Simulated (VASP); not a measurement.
# Li (Fd-3m) in VASP: a series of runs

Runs on Li. Level: PBEsol. Tasks: relaxation of cell and atoms, single point.

Program: VASP 6.6.1. These are calculated values, not measurements. Logs are shortened: lines on timing, memory, paths and dates and some standing lists are left out, and cuts for length are marked.

## (1) The cell of the first run

It takes space group Fd-3m (No. 227, cubic). Conventional cell: a = 4.857 Å, b = 4.857 Å, c = 4.857 Å, α = 90.00°, β = 90.00°, γ = 90.00°. Li (site symmetry -43m) has 4 Li at 2.10 Å within 2.8 Å.

## (2) Relaxation of cell and atoms, PBEsol, target pressure 8 GPa, at which the enthalpy is minimised

The input, INCAR:

```
  ALGO = Normal
  EDIFF = 1E-7
  EDIFFG = -0.005
  ENCUT = 600
  GGA = PS
  IBRION = 2
  ISIF = 3
  ISMEAR = -1
  LASPH = T
  LCHARG = F
  LREAL = F
  LWAVE = F
  NELM = 80
  NSW = 32
  PREC = Accurate
  PSTRESS = 80.0
  SIGMA = 0.05
```

The input, KPOINTS:

```
k-points
0
Gamma
  13 13 13
```

The input, POSCAR:

```
Li
1.0
    0.0000000000      2.4286862399      2.4286862399
    2.4286862399      0.0000000000      2.4286862399
    2.4286862399      2.4286862399      0.0000000000
Li
2
Direct
   -0.1250000000     -0.1250000000     -0.1250000000
    0.1250000000      0.1250000000      0.1250000000
```

Potentials or basis: VASP PAW PBE potentials, release 64 (Li_sv).

On the command line:

```console
cat potpaw_PBE.64/Li_sv/POTCAR > POTCAR
mpirun -np 1 vasp_std > vasp.out
```

OUTCAR:

```text
EDIFF = 1E-7
   EDIFFG = -0.005
   ENCUT = 600
   GGA = PS
   IBRION = 2
   ISIF = 3
   ISMEAR = -1
   LASPH = T
   LREAL = F
   NELM = 80
   NSW = 32
   PREC = Accurate
   PSTRESS = 80.0

 ion  position               nearest neighbor table
   1  0.875  0.875  0.875-   2 2.10   2 2.10   2 2.10   2 2.10
   2  0.125  0.125  0.125-   1 2.10   1 2.10   1 2.10   1 2.10

  LATTYP: Found a face centered cubic cell.
 ALAT       =     4.8573724798

  Lattice vectors:

 A1 = (   0.0000000000,   2.4286862399,   2.4286862399)
 A2 = (   2.4286862399,   0.0000000000,   2.4286862399)
 A3 = (   2.4286862399,   2.4286862399,   0.0000000000)

Analysis of symmetry for initial positions (statically):
=====================================================================
 Subroutine PRICEL returns:
 Original cell was already a primitive cell.

 Routine SETGRP: Setting up the symmetry group for a
 face centered cubic supercell.

 Subroutine GETGRP returns: Found 48 space group operations
 (whereof 12 operations were pure point group operations)
 out of a pool of 48 trial point group operations.

The static configuration has the point symmetry D_3d.
 The point group associated with its full space group is O_h .

Analysis of symmetry for dynamics (positions and initial velocities):
=====================================================================
 Subroutine PRICEL returns:
 Original cell was already a primitive cell.

 Routine SETGRP: Setting up the symmetry group for a
 face centered cubic supercell.

 Subroutine GETGRP returns: Found 48 space group operations
 (whereof 12 operations were pure point group operations)
 out of a pool of 48 trial point group operations.

The dynamic configuration has the point symmetry D_3d.
 The point group associated with its full space group is O_h .

 Subroutine INISYM returns: Found 48 space group operations
 (whereof 12 operations are pure point group operations),
 and found     1 'primitive' translations

----------------------------------------------------------------------------------------

                                     Primitive cell

  volume of cell :      28.6513

  direct lattice vectors                    reciprocal lattice vectors
     0.000000000  2.428686240  2.428686240    -0.205872620  0.205872620  0.205872620
     2.428686240  0.000000000  2.428686240     0.205872620 -0.205872620  0.205872620
[... 90 lines left out ...]
   NFREE  =      1    steps in history (QN), initial steepest desc. (CG)
   ISIF   =      3    stress and relaxation
   ISYM   =      2    0-nonsym 1-usesym 2-fastsym
   POTIM  = 0.5000    time-step for ionic-motion
   TEBEG  =    0.0;   TEEND  =   0.0 temperature during run
   PSTRESS=   80.0 pullay stress
   NELECT =       6.0000    total number of electrons
   NUPDOWN=      -1.0000    fix difference up-down
   EMIN   =  10.00;   EMAX   =-10.00  energy-range for DOS
   EFERMI =   0.00;   METHOD = LEGACY
   ISMEAR =    -1;   SIGMA  =   0.05  broadening in eV -4-tet -1-fermi 0-gaus
   EFERMI_NEDOS =   21; number of points for ismear=-14 and -15
   IALGO  =     38    algorithm
   IMIX   =      4    mixing-type and parameters
     AMIX     =   0.40;   BMIX     =  1.00
     AMIX_MAG =   1.60;   BMIX_MAG =  1.00
  volume/ion in A,a.u.               =      14.33        96.67
  Fermi-wavevector in a.u.,A,eV,Ry     =   0.972174  1.837142 12.859160  0.945122
  Thomas-Fermi vector in A             =   2.102451
   LORBIT       =      0    0 simple, 1 ext, 2 COOP (PROOUT), +10 PAW based schemes
   GGA     = PS    functional components
   LHFCALC =     F    Hartree Fock is set to
   AEXX    =    0.0000 exact exchange contribution
   IVDW    =     0    specifies the selected vdW correction
   LEPSILON=     F    determine dielectric tensor
   LRPA    =     F    only Hartree local field effects (RPA)
 conjugate gradient relaxation of ions
 non-spin polarized calculation
  energy-cutoff  :      600.00
  volume of cell :       28.65
 maximum number of plane-waves:       969
   NGX = 13   NGY = 13   NGZ = 13

--------------------------------------- Ionic step        1  -------------------------------------------

 number of electron       6.0000013 magnetization

 Free energy of the ion-electron system (eV)
  ---------------------------------------------------
  ext. energy  EPLUGINS =         0.00000000
  ---------------------------------------------------
  free energy    TOTEN  =        -2.54293869 eV

  energy without entropy =       -2.54184509  energy(sigma->0) =       -2.54239189

------------------------ aborting loop because EDIFF is reached ----------------------------------------

  FORCE on cell =-STRESS in cart. coord.  units (eV):
  Direction    XX          YY          ZZ          XY          YZ          ZX
  --------------------------------------------------------------------------------------
  -------------------------------------------------------------------------------------
  Total        1.3962197      1.3962197      1.3962197     -0.0000000     -0.0000000      0.0000000
  in kB       78.0764604     78.0764604     78.0764604     -0.0000000     -0.0000000      0.0000000
  external PRESSURE =      -1.9235396 kB  Pullay stress =      80.0000000 kB
[... 63 lines left out ...]
--------------------------------------- Ionic step        3  -------------------------------------------

 number of electron       6.0000014 magnetization

 Free energy of the ion-electron system (eV)
  ---------------------------------------------------
  ext. energy  EPLUGINS =         0.00000000
  ---------------------------------------------------
  free energy    TOTEN  =        -2.53319395 eV

  energy without entropy =       -2.53212214  energy(sigma->0) =       -2.53265805

 E-fermi :   2.4941     XC(G=0):  -7.9397

 val. band max:        2.4381922234   @ k =  -0.4615   0.4615   0.0000
 cond. band min:       2.5325574511   @ k =  -0.4615   0.4615   0.0000
 fundamental gap:      0.0943652277
 Fermi energy:         2.4940516059

 k-point     1 :       0.0000    0.0000    0.0000
  band No.  band energies     occupation
      1     -45.0758      2.00000
      2     -44.6216      2.00000
      3      -2.0142      2.00000
      4      10.4630      0.00000
      5      10.4630      0.00000
      6      10.4631      0.00000
      7      11.8031      0.00000
[... 221 lines left out ...]
 k-point    24 :       0.4615    0.1538    0.0000
  band No.  band energies     occupation
      1     -44.9539      2.00000
      2     -44.7368      2.00000
      3       0.0652      2.00000
      4       3.5694      0.00000
      5       7.1308      0.00000
      6       7.4590      0.00000
      7      11.3289      0.00000

 [... further k-points ...]
[... 5 lines left out ...]
  --------------------------------------------------------------------------------------
  -------------------------------------------------------------------------------------
  Total        1.4208257      1.4208257      1.4208257     -0.0000000     -0.0000000      0.0000000
  in kB       80.0040134     80.0040134     80.0040134     -0.0000000     -0.0000000      0.0000000
  external PRESSURE =       0.0040134 kB  Pullay stress =      80.0000000 kB
[... 21 lines left out ...]
  energy  without entropy=       -2.5321221437  energy(sigma->0) =       -2.53265805

  enthalpy is  TOTEN    =        -1.1124395215 eV   P V=        1.4207544271

 reached required accuracy - stopping structural energy minimisation
```

OSZICAR:

```text
N       E                     dE             d eps       ncg     rms          rms(c)
DAV:   1     0.954173704846E+01    0.95417E+01   -0.36034E+03  1176   0.944E+02
[... 24 lines left out ...]
DAV:   1    -0.253325956765E+01    0.61912E-02   -0.30826E-03  1435   0.577E-01    0.115E-01
DAV:   2    -0.253322315003E+01    0.36418E-04   -0.50101E-04  1449   0.234E-01    0.770E-02
DAV:   3    -0.253320565922E+01    0.17491E-04   -0.15703E-04  2289   0.903E-02    0.287E-02
DAV:   4    -0.253319393946E+01    0.11720E-04   -0.10103E-05  1820   0.355E-02    0.548E-03
DAV:   5    -0.253319425417E+01   -0.31471E-06   -0.13429E-06  1330   0.131E-02    0.349E-03
DAV:   6    -0.253319395996E+01    0.29421E-06   -0.31711E-07  1169   0.572E-03    0.644E-04
DAV:   7    -0.253319394854E+01    0.11420E-07   -0.73622E-08   623   0.362E-03
   3 F= -.11124395E+01 E0= -.11119036E+01  d E =-.118669E-03
```

CONTCAR:

```text
Li
   1.00000000000000
    -0.0000000000000000    2.4230918260379104    2.4230918260379108
     2.4230918260379104    0.0000000000000000    2.4230918260379108
     2.4230918260379104    2.4230918260379104    0.0000000000000000
  Li
     2
Direct
     0.8750000000000000    0.8750000000000000    0.8750000000000000
     0.1250000000000000    0.1250000000000000    0.1250000000000000

  0.00000000E+00  0.00000000E+00  0.00000000E+00
  0.00000000E+00  0.00000000E+00  0.00000000E+00
```

Wall time 18 s (1 thread of Intel Xeon 6975P-C (Granite Rapids), shared host); peak memory 0.15 GiB.

What came out:

| Quantity | Value |
| --- | --- |
| Free energy | -2.5332 eV |
| Relaxed volume | 14.23 Å³/atom |
| Relaxed cell | a = 3.427 Å, b = 3.427 Å, c = 3.427 Å, α = 60.00°, β = 60.00°, γ = 60.00° |
| Space group after relaxing (to 0.05 Å) | Fd-3m (No. 227) |
| Energy change on relaxing (the enthalpy is what falls) | +4.9 meV/atom |
| Ionic steps | 3 |
| Pressure after relaxing | 8.0 GPa |
| Band gap on the k mesh | 0.09 eV, direct |

Step by step:
| step | energy change (eV) | largest force (eV/Å) | pressure (GPa) | volume (Å³) |
| --- | --- | --- | --- | --- |
| 1 | 0.0000 | 0.0000 | 7.81 | 28.65 |
| 2 | 0.0035 | 0.0000 | 7.88 | 28.58 |
| 3 | 0.0097 | 0.0000 | 8.00 | 28.45 |

Final structure:
```
CELL_PARAMETERS angstrom
0.00000 2.42309 2.42309
2.42309 0.00000 2.42309
2.42309 2.42309 0.00000
ATOMIC_POSITIONS crystal
Li 0.87500 0.87500 0.87500
Li 0.12500 0.12500 0.12500
```

Levels at points of the mesh, in eV from the valence-band top:
| k point | band 1 | band 2 | band 3 | band 4 | band 5 | band 6 |
| --- | --- | --- | --- | --- | --- | --- |
| (0.00, 0.00, 0.00) | -47.51 | -47.06 | -4.45 | 8.02 | 8.02 | 8.02 |

Caveat: the cutoff is under 1.25 times the usual one of these potentials, so pressure, stress and relaxed cells hold a basis-set (Pulay) error; the cell is relaxed towards a set pressure, so the enthalpy falls and the energy may rise; the PAW data sets were made with another functional, which shifts forces and pressure a little. A k mesh can miss the band edges.

## (3) Relaxation of cell and atoms, PBEsol, target pressure 8 GPa, at which the enthalpy is minimised

This run uses another cell than the first one, of 16.17 Å³/atom, 1.128 times its volume.

The input, INCAR:

```
PREC = Accurate ; ENCUT = 600
EDIFF = 1E-7 ; ISMEAR = -1
SIGMA = 0.05 ; LREAL = False
LASPH = True ; NELM = 80
ALGO = Normal ; ISIF = 3
LWAVE = False ; LCHARG = False
GGA = PS ; IBRION = 2
NSW = 60 ; EDIFFG = -0.005
PSTRESS = 80.0
```

The input, KPOINTS:

```
regular mesh
0
Gamma
  13 13 13
```

The input, POSCAR:

```
Li
1.0
    0.0000000000      2.5285182886      2.5285182886
    2.5285182886      0.0000000000      2.5285182886
    2.5285182886      2.5285182886      0.0000000000
Li
2
Direct
   -0.1250000000     -0.1250000000     -0.1250000000
    0.1250000000      0.1250000000      0.1250000000
```

Potentials or basis: VASP PAW PBE potentials, release 64 (Li_sv).

On the command line:

```console
cat potpaw_PBE.64/Li_sv/POTCAR > POTCAR
mpirun -np 1 vasp_std > vasp.out
```

Wall time 35 s (1 thread of Intel Xeon 6975P-C (Granite Rapids), shared host); peak memory 0.16 GiB.

The run converged. Its results:

```yaml
Free_energy: -2.5346 eV
Relaxed_volume: 14.17 Å³/atom
Relaxed_cell: a = 3.422 Å, b = 3.422 Å, c = 3.422 Å, α = 60.00°, β = 60.00°, γ = 60.00°
Space_group_after_relaxing_to_0.05_Å: Fd-3m (No. 227)
Energy_change_on_relaxing_the_enthalpy_is_what_falls: +78.3 meV/atom
Ionic_steps: 4
Pressure_after_relaxing: 8.0 GPa
Band_gap_on_the_k_mesh: 0.10 eV, direct
```

The path:
| step | energy change (eV) | largest force (eV/Å) | pressure (GPa) | volume (Å³) |
| --- | --- | --- | --- | --- |
| 1 | 0.0000 | 0.0000 | 4.84 | 32.33 |
| 2 | 0.0488 | 0.0000 | 5.83 | 30.86 |
| 3 | 0.1340 | 0.0000 | 7.56 | 28.81 |
| 4 | 0.1566 | 0.0000 | 8.02 | 28.35 |

Final structure:
```xyz
2
Lattice="0.0000 2.4201 2.4201 2.4201 0.0000 2.4201 2.4201 2.4201 0.0000" Properties=species:S:1:pos:R:3 pbc="T T T"
Li    4.2351    4.2351    4.2351
Li    0.6050    0.6050    0.6050
```

Levels at points of the mesh, in eV from the valence-band top:
```
           k point  band 1  band 2  band 3  band 4  band 5  band 6  band 7
(0.00, 0.00, 0.00)  -47.51  -47.06   -4.46    8.05    8.05    8.05    9.39
```

Caveat: the cutoff is under 1.25 times the usual one of these potentials, so pressure, stress and relaxed cells hold a basis-set (Pulay) error; the cell is relaxed towards a set pressure, so the enthalpy falls and the energy may rise; the PAW data sets were made with another functional, which shifts forces and pressure a little.

## (4) Single point, PBEsol

The input, INCAR:

```
SYSTEM = Li
PREC = Accurate
ENCUT = 520
EDIFF = 1E-6
ISMEAR = -1
SIGMA = 0.05
LREAL = .False.
LASPH = .True.
NELM = 100
ALGO = Normal
ISIF = 2
LWAVE = .False.
LCHARG = .False.
GGA = PS
NBANDS = 10
```

The input, KPOINTS:

```
regular mesh
0
Gamma
  13 13 13
  0 0 0
```

The input, POSCAR:

```
Li
1.0
    0.0000000000      2.4286862399      2.4286862399
    2.4286862399      0.0000000000      2.4286862399
    2.4286862399      2.4286862399      0.0000000000
Li
2
Direct
   -0.1250000000     -0.1250000000     -0.1250000000
    0.1250000000      0.1250000000      0.1250000000
```

Potentials or basis: VASP PAW PBE potentials, release 64 (Li_sv).

On the command line:

```console
cat potpaw_PBE.64/Li_sv/POTCAR > POTCAR
mpirun -np 1 vasp_std > vasp.out
```

OUTCAR:

```text
SYSTEM = Li
   PREC = Accurate
   ENCUT = 520
   EDIFF = 1E-6
   ISMEAR = -1
   LREAL = .False.
   LASPH = .True.
   NELM = 100
   ISIF = 2
   GGA = PS

 ion  position               nearest neighbor table
   1  0.875  0.875  0.875-   2 2.10   2 2.10   2 2.10   2 2.10
   2  0.125  0.125  0.125-   1 2.10   1 2.10   1 2.10   1 2.10

  LATTYP: Found a face centered cubic cell.
 ALAT       =     4.8573724798

  Lattice vectors:

 A1 = (   0.0000000000,   2.4286862399,   2.4286862399)
[... 491 lines left out ...]
      5       7.0817      0.00000
      6       7.4062      0.00000
      7      11.2613      0.00000
      8      14.2457      0.00000
      9      15.4776      0.00000
     10      17.9292      0.00000

 [... further k-points ...]
[... 5 lines left out ...]
  --------------------------------------------------------------------------------------
  -------------------------------------------------------------------------------------
  Total        1.4035065      1.4035065      1.4035065     -0.0000000     -0.0000000     -0.0000000
  in kB       78.4839374     78.4839374     78.4839374     -0.0000000     -0.0000000     -0.0000000
  external PRESSURE =      78.4839374 kB  Pullay stress =       0.0000000 kB

 VOLUME and BASIS-vectors are now :
 -----------------------------------------------------------------------------
  energy-cutoff  :      520.00
  volume of cell :       28.65
      direct lattice vectors                 reciprocal lattice vectors
     0.000000000  2.428686240  2.428686240    -0.205872620  0.205872620  0.205872620
     2.428686240  0.000000000  2.428686240     0.205872620 -0.205872620  0.205872620
     2.428686240  2.428686240  0.000000000     0.205872620  0.205872620 -0.205872620

 POSITION                                       TOTAL-FORCE (eV/Angst)
 -----------------------------------------------------------------------------------
      4.25020      4.25020      4.25020        -0.000000     -0.000000     -0.000000
      0.60717      0.60717      0.60717         0.000000      0.000000      0.000000
 -----------------------------------------------------------------------------------
    total drift:                                0.000000      0.000000      0.000000

  FREE ENERGIE OF THE ION-ELECTRON SYSTEM (eV)
  ---------------------------------------------------
  free  energy   TOTEN  =        -2.5412787368 eV

  energy  without entropy=       -2.5401879298  energy(sigma->0) =       -2.54073333
```

stdout:

```text
POSCAR found type information on POSCAR Li
 POSCAR found :  1 types and       2 ions
 scaLAPACK will be used
 -----------------------------------------------------------------------------
|                                                                             |
|                                                                             |
|     You enforced a specific xc type in the INCAR file but a different       |
|     I HOPE YOU KNOW WHAT YOU ARE DOING!                                     |
|                                                                             |
 -----------------------------------------------------------------------------

 LDA part: xc-table for (Slater+PW92), standard interpolation
 POSCAR, INCAR and KPOINTS ok, starting setup
 FFT: planning ... GRIDC
 FFT: planning ... GRID_SOFT
 FFT: planning ... GRID
 WAVECAR not read
 entering main loop
```

It took 12 s on 1 thread of Intel Xeon 6975P-C (Granite Rapids), shared host; peak memory 0.15 GiB.

What came out:

```
Free energy            : -2.5413 eV
Band gap on the k mesh : 0.09 eV, direct
```

Levels at points of the mesh, in eV from the valence-band top:
| k point | band 1 | band 2 | band 3 | band 4 | band 5 | band 6 |
| --- | --- | --- | --- | --- | --- | --- |
| (0.00, 0.00, 0.00) | -47.51 | -47.07 | -4.44 | 7.99 | 7.99 | 7.99 |

Caveat: the cutoff is under 1.25 times the usual one of these potentials, so pressure, stress and relaxed cells hold a basis-set (Pulay) error; the PAW data sets were made with another functional, which shifts forces and pressure a little.

## (5) Single point, PBEsol

The input, INCAR:

```
PREC = Accurate ; ENCUT = 520
EDIFF = 1E-6 ; ISMEAR = -1
SIGMA = 0.05 ; LREAL = False
LASPH = True ; NELM = 100
ALGO = Normal ; ISIF = 2
LWAVE = False ; LCHARG = False
GGA = PS ; NBANDS = 10
```

The input, KPOINTS:

```
regular mesh
0
Gamma
  13 13 13
```

POSCAR is that of step 4.

On the command line:

```console
cat potpaw_PBE.64/Li_sv/POTCAR > POTCAR
mpirun -np 1 vasp_std > vasp.out
```

Wall time 11 s (1 thread of Intel Xeon 6975P-C (Granite Rapids), shared host); peak memory 0.15 GiB.

The run converged. Its results:

| Property | Result |
| --- | --- |
| Free energy | -2.5413 eV |
| Band gap on the k mesh | 0.09 eV, direct |

Levels at points of the mesh, in eV from the valence-band top:
```csv
k point,band 1,band 2,band 3,band 4,band 5,band 6,band 7
"(0.00, 0.00, 0.00)",-47.51,-47.07,-4.44,7.99,7.99,7.99,9.33
```

Caveat: the cutoff is under 1.25 times the usual one of these potentials, so pressure, stress and relaxed cells hold a basis-set (Pulay) error; the PAW data sets were made with another functional, which shifts forces and pressure a little. A k mesh can miss the band edges.

## (6) The runs side by side

| task | cell | cutoff (eV) | gap on the mesh (eV) | pressure (GPa) |
| --- | --- | --- | --- | --- |
| relaxation of cell and atoms | relaxed to 8 GPa from a = 3.435 Å, angles 60.0°, 2 atoms | 600 | 0.09 | 8.0 |
| relaxation of cell and atoms | relaxed to 8 GPa from a = 3.576 Å, angles 60.0°, 2 atoms | 600 | 0.10 | 8.0 |
| single point | a = 3.435 Å, angles 60.0°, 2 atoms | 520 | 0.09 | - |

Alike in all rows: level PBEsol; potentials or basis VASP PAW PBE potentials, release 64 (Li_sv); no spin polarisation; k mesh 13 × 13 × 13; smearing fermi-dirac 0.05 eV.

Caveats: the cutoff is under 1.25 times the usual one of these potentials, so pressure, stress and relaxed cells hold a basis-set (Pulay) error; the PAW data sets were made with another functional, which shifts forces and pressure a little; the cell is relaxed towards a set pressure, so the enthalpy falls and the energy may rise (some runs).

Total energies depend on the potentials used, so only differences within one code and one set of settings carry meaning.
